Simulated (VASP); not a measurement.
V:

```xyz
1
Lattice="-1.5144 1.5144 1.5144 1.5144 -1.5144 1.5144 1.5144 1.5144 -1.5144" Properties=species:S:1:pos:R:3 pbc="T T T"
V     0.0000    0.0000    0.0000
```

Base run:

- Program: VASP 6.6.1
- Functional: PBE
- Potentials or basis: VASP PAW PBE potentials, release 64 (V_sv)
- Cutoff: 520 eV
- k mesh: 12 × 12 × 12
- Occupations: fermi-dirac, width 0.05 eV
- Spin: collinear spin, ferromagnetic start
- Starting moments: [2.0] μB

Its results: pressure -5.2 GPa; net moment 0.00 μB per cell.

Task: The run is repeated on the same cell with these changes: occupations from fermi-dirac, width 0.05 eV to gaussian, width 0.026 eV. What comes out?

Result: Pressure -5.1 GPa; net moment 0.13 μB per cell; site moments V +0.11 μB.
